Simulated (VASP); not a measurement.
# W3Se (P6_3/mmc) in VASP: a series of runs

W3Se is run at these levels: PBE; tasks: relaxation of cell and atoms, single point.

All numbers are computed with VASP 6.6.1; they aren't measurements. Logs are shortened: lines on timing, memory, paths and dates and some standing lists are left out, and cuts for length are marked.

## (1) The cell of the first run

Symmetry: P6_3/mmc, No. 194, hexagonal system. Conventional cell: a = 5.847 Å, b = 5.847 Å, c = 4.576 Å, α = 90.00°, β = 90.00°, γ = 120.00°. Within 3.6 Å of W (site symmetry mm2) lie 8 W at 2.72 to 3.13 Å and 4 Se at 2.91 to 2.93 Å. Se (site symmetry -6m2) has 12 W at 2.91 to 2.93 Å within 3.8 Å.

## (2) Relaxation of cell and atoms, PBE

Contents of INCAR:

```
PREC = Accurate
ENCUT = 500
EDIFF = 1E-7
ISMEAR = 0
SIGMA = 0.1
LREAL = F
LASPH = T
NELM = 120
ALGO = Normal
ISIF = 3
LWAVE = F
LCHARG = F
GGA = PE
IBRION = 2
NSW = 100
EDIFFG = -0.01
GGA_COMPAT = F
NELMIN = 4
```

Contents of KPOINTS:

```
regular mesh
0
Gamma
  6 6 8
```

Contents of POSCAR:

```
W3Se
1.0
    5.8467801435      0.0000000000      0.0000000000
   -2.9233900717      5.0634601346      0.0000000000
    0.0000000000      0.0000000000      4.5761373561
W Se
6 2
Direct
    0.8448928917      0.6897857834      0.2500000000
    0.1551071083      0.8448928917      0.7500000000
    0.3102142166      0.1551071083      0.2500000000
    0.1551071083      0.3102142166      0.7500000000
    0.8448928917      0.1551071083      0.2500000000
    0.6897857834      0.8448928917      0.7500000000
    0.3333333333      0.6666666667      0.2500000000
    0.6666666667      0.3333333333      0.7500000000
```

Potentials or basis: VASP PAW PBE potentials, release 64 (W_sv, Se).

On the command line:

```console
> cat potpaw_PBE.64/W_sv/POTCAR potpaw_PBE.64/Se/POTCAR > POTCAR
> mpirun -np 1 vasp_std > vasp.out
```

OUTCAR:

```text
PREC = Accurate
   ENCUT = 500
   EDIFF = 1E-7
   ISMEAR = 0
   LREAL = F
   LASPH = T
   NELM = 120
   ISIF = 3
   GGA = PE
   IBRION = 2
   NSW = 100
   EDIFFG = -0.01
   NELMIN = 4

 ion  position               nearest neighbor table
   1  0.845  0.690  0.250-   5 2.72   3 2.72   6 2.78   6 2.78   2 2.78   2 2.78   8 2.91   8 2.91
                             7 2.93   7 2.93   5 3.13   3 3.13
   2  0.155  0.845  0.750-   4 2.72   6 2.72   3 2.78   3 2.78   1 2.78   1 2.78   7 2.91   7 2.91
                             8 2.93   8 2.93   4 3.13   6 3.13
   3  0.310  0.155  0.250-   5 2.72   1 2.72   4 2.78   4 2.78   2 2.78   2 2.78   8 2.91   8 2.91
                             7 2.93   7 2.93   5 3.13   1 3.13
   4  0.155  0.310  0.750-   2 2.72   6 2.72   3 2.78   3 2.78   5 2.78   5 2.78   7 2.91   7 2.91
                             8 2.93   8 2.93   2 3.13   6 3.13
   5  0.845  0.155  0.250-   1 2.72   3 2.72   6 2.78   6 2.78   4 2.78   4 2.78   8 2.91   8 2.91
                             7 2.93   7 2.93   1 3.13   3 3.13
   6  0.690  0.845  0.750-   2 2.72   4 2.72   1 2.78   1 2.78   5 2.78   5 2.78   7 2.91   7 2.91
                             8 2.93   8 2.93   2 3.13   4 3.13
   7  0.333  0.667  0.250-   2 2.91   2 2.91   4 2.91   4 2.91   6 2.91   6 2.91   3 2.93   1 2.93
                             5 2.93   5 2.93   3 2.93   1 2.93
   8  0.667  0.333  0.750-   5 2.91   5 2.91   1 2.91   1 2.91   3 2.91   3 2.91   6 2.93   4 2.93
                             2 2.93   2 2.93   6 2.93   4 2.93

  LATTYP: Found a hexagonal cell.
 ALAT       =     5.8467801435
 C/A-ratio  =     0.7826764892

  Lattice vectors:

 A1 = (   5.8467801435,   0.0000000000,   0.0000000000)
 A2 = (  -2.9233900717,   5.0634601346,   0.0000000000)
 A3 = (   0.0000000000,   0.0000000000,   4.5761373561)

Analysis of symmetry for initial positions (statically):
=====================================================================
 Subroutine PRICEL returns:
 Original cell was already a primitive cell.

 Routine SETGRP: Setting up the symmetry group for a
 hexagonal supercell.

 Subroutine GETGRP returns: Found 24 space group operations
 (whereof 12 operations were pure point group operations)
 out of a pool of 24 trial point group operations.

The static configuration has the point symmetry D_3d.
 The point group associated with its full space group is D_6h.

Analysis of symmetry for dynamics (positions and initial velocities):
=====================================================================
 Subroutine PRICEL returns:
 Original cell was already a primitive cell.

 Routine SETGRP: Setting up the symmetry group for a
 hexagonal supercell.

 Subroutine GETGRP returns: Found 24 space group operations
 (whereof 12 operations were pure point group operations)
 out of a pool of 24 trial point group operations.

The dynamic configuration has the point symmetry D_3d.
 The point group associated with its full space group is D_6h.

 Subroutine INISYM returns: Found 24 space group operations
 (whereof 12 operations are pure point group operations),
 and found     1 'primitive' translations

----------------------------------------------------------------------------------------

                                     Primitive cell

  volume of cell :     135.4763

  direct lattice vectors                    reciprocal lattice vectors
     5.846780144  0.000000000  0.000000000     0.171034309  0.098746704  0.000000000
    -2.923390072  5.063460135  0.000000000     0.000000000  0.197493408  0.000000000
     0.000000000  0.000000000  4.576137356     0.000000000  0.000000000  0.218524909

  length of vectors
     5.846780144  5.846780143  4.576137356     0.197493408  0.197493408  0.218524909

  position of ions in fractional coordinates (direct lattice)
     0.844892892  0.689785783  0.250000000
     0.155107108  0.844892892  0.750000000
     0.310214217  0.155107108  0.250000000
     0.155107108  0.310214217  0.750000000
     0.844892892  0.155107108  0.250000000
     0.689785783  0.844892892  0.750000000
     0.333333333  0.666666667  0.250000000
     0.666666667  0.333333333  0.750000000

  ion indices of the primitive-cell ions
   primitive index   ion index
                 1           1
                 2           2
                 3           3
                 4           4
                 5           5
                 6           6
                 7           7
                 8           8

----------------------------------------------------------------------------------------

 KPOINTS: regular mesh

Automatic generation of k-mesh.
 Grid dimensions read from file:
 generate k-points for:    6    6    8

 Generating k-lattice:

  Cartesian coordinates                     Fractional coordinates (reciprocal lattice)
     0.028505718  0.016457784  0.000000000     0.166666667 -0.000000000  0.000000000
     0.000000000  0.032915568  0.000000000     0.000000000  0.166666667  0.000000000
     0.000000000  0.000000000  0.027315614     0.000000000  0.000000000  0.125000000

  Length of vectors
     0.032915568  0.032915568  0.027315614

  Shift w.r.t. Gamma in fractional coordinates (k-lattice)
     0.000000000  0.000000000  0.000000000

 Subroutine IBZKPT returns following result:
 ===========================================

 Found     35 irreducible k-points:

 Following reciprocal coordinates:
            Coordinates               Weight
  0.000000  0.000000  0.000000      1.000000
  0.166667 -0.000000  0.000000      6.000000
  0.333333  0.000000  0.000000      6.000000
  0.500000 -0.000000  0.000000      3.000000
  0.166667  0.166667  0.000000      6.000000
  0.333333  0.166667  0.000000     12.000000
[... 16 lines left out ...]
  0.166667 -0.000000  0.375000     12.000000
  0.333333  0.000000  0.375000     12.000000
 [... further k-points ...]
   k-points           NKPTS =     35   k-points in BZ     NKDIM =     35   number of bands    NBANDS=     57
   number of dos      NEDOS =    301   number of ions     NIONS =      8
   total plane-waves  NPLWV =  82944
   dimension x,y,z NGX =    48 NGY =   48 NGZ =   36
   dimension x,y,z NGXF=    96 NGYF=   96 NGZF=   72
   ions per type =               6   2
   NGX,Y,Z   is equivalent  to a cutoff of  13.65, 13.65, 13.08 a.u.
   NGXF,Y,Z  is equivalent  to a cutoff of  27.30, 27.30, 26.16 a.u.
 SYSTEM =  unknown system
   PREC   = accura    normal or accurate (medium, high low for compatibility)
   ISTART =      0    job   : 0-new  1-cont  2-samecut
   ICHARG =      2    charge: 1-file 2-atom 10-const
   ISPIN  =      1    spin polarized calculation?
   LNONCOLLINEAR =      F non collinear calculations
   LSORBIT =      F    spin-orbit coupling
   LASPH  =      T    aspherical Exc in radial PAW
   ENCUT  =  500.0 eV  36.75 Ry    6.06 a.u.  10.66 10.66  8.34*2*pi/ulx,y,z
   NELM   =    120;   NELMIN=  4; NELMDL= -5     # of ELM steps
   EDIFF  = 0.1E-06   stopping-criterion for ELM
   LREAL  =      F    real-space projection
   EDIFFG = -.1E-01   stopping-criterion for IOM
   NSW    =    100    number of steps for IOM
   IBRION =      2    ionic relax: 0-MD 1-quasi-New 2-CG
   NFREE  =      1    steps in history (QN), initial steepest desc. (CG)
   ISIF   =      3    stress and relaxation
   ISYM   =      2    0-nonsym 1-usesym 2-fastsym
   POTIM  = 0.5000    time-step for ionic-motion
   TEBEG  =    0.0;   TEEND  =   0.0 temperature during run
   PSTRESS=    0.0 pullay stress
   NELECT =      96.0000    total number of electrons
   NUPDOWN=      -1.0000    fix difference up-down
   EMIN   =  10.00;   EMAX   =-10.00  energy-range for DOS
   EFERMI =   0.00;   METHOD = LEGACY
   ISMEAR =     0;   SIGMA  =   0.10  broadening in eV -4-tet -1-fermi 0-gaus
   EFERMI_NEDOS =   21; number of points for ismear=-14 and -15
   IALGO  =     38    algorithm
   IMIX   =      4    mixing-type and parameters
     AMIX     =   0.40;   BMIX     =  1.00
     AMIX_MAG =   1.60;   BMIX_MAG =  1.00
  volume/ion in A,a.u.               =      16.93       114.28
  Fermi-wavevector in a.u.,A,eV,Ry     =   1.459523  2.758098 28.983217  2.130206
  Thomas-Fermi vector in A             =   2.576080
   LORBIT       =      0    0 simple, 1 ext, 2 COOP (PROOUT), +10 PAW based schemes
   GGA     = PE    functional components
   LHFCALC =     F    Hartree Fock is set to
   AEXX    =    0.0000 exact exchange contribution
   IVDW    =     0    specifies the selected vdW correction
   LEPSILON=     F    determine dielectric tensor
   LRPA    =     F    only Hartree local field effects (RPA)
 conjugate gradient relaxation of ions
 non-spin polarized calculation
 Gauss-broadening in eV      SIGMA  =   0.10
  energy-cutoff  :      500.00
  volume of cell :      135.48
 maximum number of plane-waves:      3473
 NGX is ok and might be reduce to    48
   NGX = 21   NGY = 21   NGZ = 17

--------------------------------------- Ionic step        1  -------------------------------------------

 number of electron      96.0000002 magnetization

 Free energy of the ion-electron system (eV)
  ---------------------------------------------------
  ext. energy  EPLUGINS =         0.00000000
  ---------------------------------------------------
  free energy    TOTEN  =       -78.40976153 eV

  energy without entropy =      -78.37503169  energy(sigma->0) =      -78.39239661

------------------------ aborting loop because EDIFF is reached ----------------------------------------

  FORCE on cell =-STRESS in cart. coord.  units (eV):
  Direction    XX          YY          ZZ          XY          YZ          ZX
  --------------------------------------------------------------------------------------
  -------------------------------------------------------------------------------------
  Total        0.2394941      0.2394941      0.9831130      0.0000000      0.0000000      0.0000000
  in kB        2.8323186      2.8323186     11.6265485      0.0000000      0.0000000      0.0000000
  external PRESSURE =       5.7637286 kB  Pullay stress =       0.0000000 kB
[... 237 lines left out ...]
  energy  without entropy=      -78.3781234622  energy(sigma->0) =      -78.39498933

--------------------------------------- Ionic step        7  -------------------------------------------

 number of electron      96.0000006 magnetization

 Free energy of the ion-electron system (eV)
  ---------------------------------------------------
  ext. energy  EPLUGINS =         0.00000000
  ---------------------------------------------------
  free energy    TOTEN  =       -78.41194392 eV

  energy without entropy =      -78.37824196  energy(sigma->0) =      -78.39509294

 E-fermi :  10.4612     XC(G=0): -12.7472

 val. band max:       10.4506547728   @ k =   0.5000  -0.0000   0.3750
 cond. band min:      10.4617009339   @ k =   0.0000   0.0000   0.1250
 fundamental gap:      0.0110461611
 Fermi energy:        10.4611736899

 k-point     1 :       0.0000    0.0000    0.0000
  band No.  band energies     occupation
      1     -63.9419      2.00000
      2     -63.8611      2.00000
      3     -63.8611      2.00000
      4     -63.8451      2.00000
      5     -63.8133      2.00000
      6     -63.8133      2.00000
[... 1429 lines left out ...]
     56      12.1364      0.00000
     57      12.1626      0.00000

 [... further k-points ...]

------------------------ aborting loop because EDIFF is reached ----------------------------------------

  FORCE on cell =-STRESS in cart. coord.  units (eV):
  Direction    XX          YY          ZZ          XY          YZ          ZX
  --------------------------------------------------------------------------------------
  -------------------------------------------------------------------------------------
  Total       -0.0402119     -0.0402119     -0.0371155     -0.0000000     -0.0000000      0.0000000
  in kB       -0.4741569     -0.4741569     -0.4376455     -0.0000000     -0.0000000      0.0000000
  external PRESSURE =      -0.4619864 kB  Pullay stress =       0.0000000 kB
[... 23 lines left out ...]
  FREE ENERGIE OF THE ION-ELECTRON SYSTEM (eV)
  ---------------------------------------------------
  free  energy   TOTEN  =       -78.4119439193 eV

  energy  without entropy=      -78.3782419589  energy(sigma->0) =      -78.39509294

 reached required accuracy - stopping structural energy minimisation
```

Run time: 10 min. Hardware: 1 thread of Intel Xeon 6975P-C (Granite Rapids), shared host; peak memory 0.39 GiB.

What came out:

```
Free energy                           : -78.4119 eV
Relaxed volume                        : 16.98 Å³/atom
Relaxed cell                          : a = 5.841 Å, b = 5.841 Å, c = 4.599 Å, α = 90.00°, β = 90.00°, γ = 120.00°
Space group after relaxing (to 0.1 Å) : P6_3/mmc (No. 194)
Energy gained by relaxing             : 0.3 meV/atom
Ionic steps                           : 7
Pressure after relaxing               : 0.0 GPa
Largest force after relaxing          : 0.008 eV/Å
Band gap on the k mesh                : zero (bands 48 and 49 overlap by 0.59 eV)
```

Forces in eV/Å, atoms in the order of the input:
```
W    0.000 -0.008  0.000
W    0.007 -0.004  0.000
W    0.007  0.004  0.000
W    0.000  0.008  0.000
W   -0.007  0.004  0.000
W   -0.007 -0.004  0.000
Se   0.000  0.000  0.000
Se   0.000  0.000  0.000
```

Step by step:
```
step  energy change (eV)  largest force (eV/Å)  pressure (GPa)  volume (Å³)
   1              0.0000                0.0104            0.58       135.48
   2              0.0015                0.0877           -1.28       136.67
   3             -0.0013                0.0293           -0.18       135.96
   4             -0.0021                0.0122           -0.01       135.89
   5             -0.0021                0.0141            0.00       135.88
   6             -0.0021                0.0150            0.00       135.88
   7             -0.0022                0.0078           -0.05       135.88
```

Final structure:
```xyz
8
Lattice="5.8405 0.0000 0.0000 -2.9203 5.0580 0.0000 0.0000 0.0000 4.5995" Properties=species:S:1:pos:R:3 pbc="T T T"
W     2.9203    3.4894    1.1499
W    -1.5618    4.2737    3.4496
W     1.3585    0.7843    1.1499
W     0.0000    1.5686    3.4496
W     4.4821    0.7843    1.1499
W     1.5618    4.2737    3.4496
Se    0.0000    3.3720    1.1499
Se    2.9203    1.6860    3.4496
```

Caveat: spin-orbit coupling is left out, which moves the levels of the heavy elements.

## (3) Single point, PBE

Contents of INCAR:

```
  PREC = Accurate
  ENCUT = 520
  EDIFF = 1E-6
  ISMEAR = 0
  SIGMA = 0.1
  LREAL = F
  LASPH = T
  NELM = 80
  ALGO = Normal
  ISIF = 2
  LWAVE = F
  LCHARG = F
  GGA = PE
  NBANDS = 58
```

Contents of KPOINTS:

```
Automatic mesh
0
Gamma
  6 6 8
```

Contents of POSCAR:

```
W3Se
1.0
    5.8365527640      0.0000000000      0.0000000000
   -2.9182763820      5.0546029642      0.0000000000
    0.0000000000      0.0000000000      4.5942430069
W Se
6 2
Direct
    0.8448561974      0.6897123949      0.2500000000
    0.1551438026      0.8448561974      0.7500000000
    0.3102876051      0.1551438026      0.2500000000
    0.1551438026      0.3102876051      0.7500000000
    0.8448561974      0.1551438026      0.2500000000
    0.6897123949      0.8448561974      0.7500000000
    0.3333333333      0.6666666667      0.2500000000
    0.6666666667      0.3333333333      0.7500000000
```

Potentials or basis: VASP PAW PBE potentials, release 64 (W_sv, Se).

On the command line:

```console
> cat potpaw_PBE.64/W_sv/POTCAR potpaw_PBE.64/Se/POTCAR > POTCAR
> mpirun -np 1 vasp_std > vasp.out
```

It took 2.8 min on 1 thread of Intel Xeon 6975P-C (Granite Rapids), shared host; peak memory 0.4 GiB.

The run converged. Its results:

```yaml
Free_energy: -78.4121 eV
Pressure: 0.4 GPa
Largest_force: 0.023 eV/Å
Band_gap_on_the_k_mesh: zero (bands 48 and 49 overlap by 0.60 eV)
```

Forces in eV/Å, atoms in the order of the input:
```
W    0.000 -0.023  0.000
W    0.019 -0.011  0.000
W    0.019  0.011  0.000
W    0.000  0.023  0.000
W   -0.019  0.011  0.000
W   -0.019 -0.011  0.000
Se   0.000  0.000  0.000
Se   0.000  0.000  0.000
```

Stress tensor (GPa, compression positive):
```
0.36 0.00 0.00
0.00 0.36 0.00
0.00 0.00 0.50
```

Levels at points of the mesh, in eV from the Fermi level:
```csv
k point,band 46,band 47,band 48,band 49,band 50,band 51
"(0.00, 0.00, 0.00)",-1.09,-0.36,-0.20,-0.20,0.85,0.85
"(0.50, 0.00, 0.00)",-1.20,-1.10,-0.98,0.18,0.46,0.51
"(0.00, 0.00, 0.50)",-1.47,0.07,0.07,0.07,0.07,0.50
"(0.50, 0.00, 0.50)",-0.86,-0.27,-0.27,0.44,0.44,0.59
```

Caveat: spin-orbit coupling is left out, which moves the levels of the heavy elements.
